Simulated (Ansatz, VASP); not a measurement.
**Al2H: VASP beside Ansatz**

```
CELL_PARAMETERS angstrom
3.30921 0.00000 0.00000
-1.65460 2.86586 0.00000
0.00000 0.00000 3.57307
ATOMIC_POSITIONS crystal
Al 0.33333 0.66667 0.50000
Al 0.66667 0.33333 0.50000
H 0.00000 0.00000 0.00000
```

Alike in both runs: task relaxation of cell and atoms; functional PBE; k mesh 6 × 6 × 6; occupations gaussian, width 0.1 eV; no spin polarisation.

```csv
,VASP,Ansatz
version,VASP 6.6.1,Ansatz 0.2.0
potentials or method,"VASP PAW PBE potentials, release 64 (Al, H), cutoff 600 eV","scalar-relativistic, plane waves, PAW"
valence electrons in the cell,7,7
```

Ansatz gave:

```
gap on the k mesh at the Fermi level, each at its own relaxed structure (eV)  : none
relaxed volume (Å³/atom)                                                      : 15.79
relaxed length of the cell vector where the two differ most in proportion (Å) : 2.646
```

Question: Estimate VASP's values.

Answer: gap on the k mesh at the Fermi level, each at its own relaxed structure (eV): none; relaxed volume (Å³/atom): 15.66; relaxed length of the cell vector where the two differ most in proportion (Å): 2.637.

A gap of «none» marks a metal or a gap that the smearing closes.

The k mesh is coarse, so the values compare programs but aren't converged. Noted on VASP's run: the volume moved by over 15 % at a fixed basis, so the end points are rough.
